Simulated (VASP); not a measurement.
# B in VASP: a series of runs, part 2 of 3

VASP 6.6.1. The steps go on from the part before.

## (3) Relaxation of cell and atoms, PBE

Contents of INCAR:

```
PREC     = Accurate       # precision mode
ENCUT    = 600            # plane-wave cutoff, eV
EDIFF    = 1E-6           # SCF threshold, eV
ISMEAR   = 0              # smearing method
SIGMA    = 0.1            # smearing width, eV
LREAL    = Auto         
LASPH    = T              # aspherical terms in the spheres
NELM     = 100            # most SCF steps
ALGO     = Normal         # electronic algorithm
ISIF     = 3              # what is computed and relaxed
LWAVE    = F              # write WAVECAR
LCHARG   = F              # write CHGCAR
GGA      = PE             # functional
IBRION   = 2              # ionic algorithm
NSW      = 100            # ionic steps
EDIFFG   = -0.01          # ionic threshold
```

Contents of KPOINTS:

```
regular mesh
0
Gamma
  9 9 9
```

Contents of POSCAR:

```
B
1.0
    2.9039734872      1.6766098745      4.0054177486
   -2.9039734872      1.6766098745      4.0054177486
    0.0000000000     -3.3532197491      4.0054177486
B
15
Direct
    0.5000000000      0.5000000000      0.5000000000
    0.8069080149      0.3010468310      0.8069080149
    0.8069080149      0.8069080149      0.3010468310
    0.3010468310      0.8069080149      0.8069080149
    0.1930919851      0.6989531690      0.1930919851
    0.6989531690      0.1930919851      0.1930919851
    0.1930919851      0.1930919851      0.6989531690
    0.0058558675      0.3306363989      0.0058558675
    0.0058558675      0.0058558675      0.3306363989
    0.3306363989      0.0058558675      0.0058558675
    0.9941441325      0.6693636011      0.9941441325
    0.6693636011      0.9941441325      0.9941441325
    0.9941441325      0.9941441325      0.6693636011
    0.6344869443      0.6344869443      0.6344869443
    0.3655130557      0.3655130557      0.3655130557
```

Potentials or basis: VASP PAW PBE potentials, release 64 (B).

Launch:

```
$ cat potpaw_PBE.64/B/POTCAR > POTCAR
$ mpirun -np 1 vasp_std > vasp.out
```

OUTCAR:

```text
PREC = Accurate
   ENCUT = 600
   EDIFF = 1E-6
   ISMEAR = 0
   LREAL = Auto
   LASPH = T
   NELM = 100
   ISIF = 3
   GGA = PE
   IBRION = 2
   NSW = 100
   EDIFFG = -0.01

 ion  position               nearest neighbor table
   1  0.500  0.500  0.500-  14 1.62  15 1.62
   2  0.807  0.301  0.807-  14 1.70  12 1.79  13 1.79   6 1.79   7 1.79   8 1.80
   3  0.807  0.807  0.301-  14 1.70  12 1.79  11 1.79   6 1.79   5 1.79   9 1.80
   4  0.301  0.807  0.807-  14 1.70  11 1.79  13 1.79   5 1.79   7 1.79  10 1.80
   5  0.193  0.699  0.193-  15 1.70  10 1.79   9 1.79   4 1.79   3 1.79  11 1.80
   6  0.699  0.193  0.193-  15 1.70   8 1.79   9 1.79   2 1.79   3 1.79  12 1.80
   7  0.193  0.193  0.699-  15 1.70  10 1.79   8 1.79   4 1.79   2 1.79  13 1.80
   8  0.006  0.331  0.006-  11 1.73   6 1.79   7 1.79   2 1.80   9 1.89  10 1.89
   9  0.006  0.006  0.331-  13 1.73   6 1.79   5 1.79   3 1.80  10 1.89   8 1.89
  10  0.331  0.006  0.006-  12 1.73   5 1.79   7 1.79   4 1.80   9 1.89   8 1.89
  11  0.994  0.669  0.994-   8 1.73   4 1.79   3 1.79   5 1.80  13 1.89  12 1.89
  12  0.669  0.994  0.994-  10 1.73   2 1.79   3 1.79   6 1.80  13 1.89  11 1.89
  13  0.994  0.994  0.669-   9 1.73   4 1.79   2 1.79   7 1.80  11 1.89  12 1.89
  14  0.634  0.634  0.634-   1 1.62   3 1.70   2 1.70   4 1.70
  15  0.366  0.366  0.366-   1 1.62   7 1.70   6 1.70   5 1.70

  LATTYP: Found a trigonal (rhomboedric) cell.
 ALAT       =     5.2237394677
 COS(alpha) =     0.3819092095

  Lattice vectors:

 A1 = (   2.9039734872,   1.6766098745,   4.0054177486)
 A2 = (  -2.9039734872,   1.6766098745,   4.0054177486)
 A3 = (   0.0000000000,  -3.3532197491,   4.0054177486)

Analysis of symmetry for initial positions (statically):
=====================================================================
 Subroutine PRICEL returns:
 Original cell was already a primitive cell.

 Routine SETGRP: Setting up the symmetry group for a
 trigonal (rhombohedral) supercell.

 Subroutine GETGRP returns: Found 12 space group operations
 (whereof 12 operations were pure point group operations)
 out of a pool of 12 trial point group operations.

The static configuration has the point symmetry D_3d.

Analysis of symmetry for dynamics (positions and initial velocities):
[... 169 lines left out ...]
 non-spin polarized calculation
 Gauss-broadening in eV      SIGMA  =   0.10
  energy-cutoff  :      600.00
  volume of cell :      117.01
 maximum number of plane-waves:      3949
 NGX is ok and might be reduce to    42
   NGX = 21   NGY = 21   NGZ = 21

--------------------------------------- Ionic step        1  -------------------------------------------

 number of electron      45.0000000 magnetization

 Free energy of the ion-electron system (eV)
  ---------------------------------------------------
  ext. energy  EPLUGINS =         0.00000000
  ---------------------------------------------------
  free energy    TOTEN  =       -97.36354325 eV

  energy without entropy =      -97.34232598  energy(sigma->0) =      -97.35293461

------------------------ aborting loop because EDIFF is reached ----------------------------------------

  FORCE on cell =-STRESS in cart. coord.  units (eV):
  Direction    XX          YY          ZZ          XY          YZ          ZX
  --------------------------------------------------------------------------------------
  -------------------------------------------------------------------------------------
  Total        0.0018185      0.0018185     -0.0159251      0.0000000      0.0000000      0.0000000
  in kB        0.0248999      0.0248999     -0.2180570      0.0000000      0.0000000      0.0000000
  external PRESSURE =      -0.0560858 kB  Pullay stress =       0.0000000 kB
[... 85 lines left out ...]
--------------------------------------- Ionic step        3  -------------------------------------------

 number of electron      45.0000000 magnetization

 Free energy of the ion-electron system (eV)
  ---------------------------------------------------
  ext. energy  EPLUGINS =         0.00000000
  ---------------------------------------------------
  free energy    TOTEN  =       -97.36371335 eV

  energy without entropy =      -97.34253419  energy(sigma->0) =      -97.35312377

 E-fermi :   4.2014     XC(G=0): -11.2394

 val. band max:        4.1991680937   @ k =   0.3333   0.3333   0.2222
 cond. band min:       4.2105638721   @ k =  -0.2222   0.3333   0.1111
 fundamental gap:      0.0113957784
 Fermi energy:         4.2013958608

 k-point     1 :       0.0000    0.0000    0.0000
  band No.  band energies     occupation
      1     -10.3478      2.00000
      2      -5.7260      2.00000
      3      -5.7260      2.00000
      4      -5.6247      2.00000
      5      -5.1915      2.00000
      6      -3.3891      2.00000
[... 781 lines left out ...]
     29       9.6672      0.00000
     30      10.8269      0.00000

 [... further k-points ...]

------------------------ aborting loop because EDIFF is reached ----------------------------------------

  FORCE on cell =-STRESS in cart. coord.  units (eV):
  Direction    XX          YY          ZZ          XY          YZ          ZX
  --------------------------------------------------------------------------------------
  -------------------------------------------------------------------------------------
  Total       -0.0112238     -0.0112238     -0.1313679      0.0000000      0.0000000      0.0000000
  in kB       -0.1536879     -0.1536879     -1.7988199      0.0000000      0.0000000      0.0000000
  external PRESSURE =      -0.7020653 kB  Pullay stress =       0.0000000 kB
[... 30 lines left out ...]
  FREE ENERGIE OF THE ION-ELECTRON SYSTEM (eV)
  ---------------------------------------------------
  free  energy   TOTEN  =       -97.3637133459 eV

  energy  without entropy=      -97.3425341855  energy(sigma->0) =      -97.35312377

 reached required accuracy - stopping structural energy minimisation
```

OSZICAR:

```text
N       E                     dE             d eps       ncg     rms          rms(c)
DAV:   1     0.130903510643E+03    0.13090E+03   -0.22559E+04  5100   0.151E+03
DAV:   2    -0.933309716374E+02   -0.22423E+03   -0.21597E+03  6692   0.261E+02
DAV:   3    -0.102567364867E+03   -0.92364E+01   -0.90589E+01  6272   0.496E+01
[... 19 lines left out ...]
       N       E                     dE             d eps       ncg     rms          rms(c)
DAV:   1    -0.973637231984E+02   -0.49935E-04   -0.32266E-03  5160   0.308E-01    0.175E-02
DAV:   2    -0.973637151875E+02    0.80109E-05   -0.91854E-05  6166   0.577E-02    0.863E-03
DAV:   3    -0.973637133734E+02    0.18141E-05   -0.14696E-05  5704   0.185E-02    0.277E-03
DAV:   4    -0.973637133459E+02    0.27500E-07   -0.17529E-06  3758   0.708E-03
   3 F= -.97363713E+02 E0= -.97353124E+02  d E =-.170093E-03
```

CONTCAR:

```text
B
   1.00000000000000
     2.9039848347553319    1.6766164260141261    4.0052806823999196
    -2.9039848347553319    1.6766164260141261    4.0052806823999196
     0.0000000000000000   -3.3532328521282491    4.0052806823999179
  B
    15
Direct
[... 19 lines left out ...]
  0.00000000E+00  0.00000000E+00  0.00000000E+00
  0.00000000E+00  0.00000000E+00  0.00000000E+00
  0.00000000E+00  0.00000000E+00  0.00000000E+00
  0.00000000E+00  0.00000000E+00  0.00000000E+00
  0.00000000E+00  0.00000000E+00  0.00000000E+00
  0.00000000E+00  0.00000000E+00  0.00000000E+00
  0.00000000E+00  0.00000000E+00  0.00000000E+00
  0.00000000E+00  0.00000000E+00  0.00000000E+00
  0.00000000E+00  0.00000000E+00  0.00000000E+00
  0.00000000E+00  0.00000000E+00  0.00000000E+00
  0.00000000E+00  0.00000000E+00  0.00000000E+00
  0.00000000E+00  0.00000000E+00  0.00000000E+00
```

It took 20 min on 1 thread of AMD EPYC 7R13 (Zen 3), shared host; peak memory 0.36 GiB.

Results:

- Free energy: -97.3637 eV
- Energy gained by relaxing: 0.0 meV/atom
- Ionic steps: 3
- Pressure after relaxing: -0.1 GPa
- Largest force after relaxing: 0.008 eV/Å

Forces on the atoms (eV/Å):
```
B    0.000  0.000  0.000
B    0.002 -0.001 -0.006
B    0.000  0.003 -0.006
B   -0.002 -0.001 -0.006
B   -0.002  0.001  0.006
B    0.002  0.001  0.006
B    0.000 -0.003  0.006
B    0.007 -0.004 -0.001
B    0.000  0.008 -0.001
B   -0.007 -0.004 -0.001
B   -0.007  0.004  0.001
B    0.007  0.004  0.001
B    0.000 -0.008  0.001
B    0.000  0.000  0.003
B    0.000  0.000 -0.003
```

The path:
```csv
step,energy change (eV),largest force (eV/Å),pressure (GPa),volume (Å³)
1,0.0000,0.0294,-0.01,117.01
2,-0.0001,0.0230,-0.10,117.01
3,-0.0002,0.0084,-0.07,117.01
```

Final structure:
```
CELL_PARAMETERS angstrom
2.90398 1.67662 4.00528
-2.90398 1.67662 4.00528
0.00000 -3.35323 4.00528
ATOMIC_POSITIONS crystal
B 0.50000 0.50000 0.50000
B 0.80679 0.30114 0.80679
B 0.80679 0.80679 0.30114
B 0.30114 0.80679 0.80679
B 0.19321 0.69886 0.19321
B 0.69886 0.19321 0.19321
B 0.19321 0.19321 0.69886
B 0.00592 0.33075 0.00592
B 0.00592 0.00592 0.33075
B 0.33075 0.00592 0.00592
B 0.99408 0.66925 0.99408
B 0.66925 0.99408 0.99408
B 0.99408 0.99408 0.66925
B 0.63453 0.63453 0.63453
B 0.36547 0.36547 0.36547
```

[end of part 2 of 3]
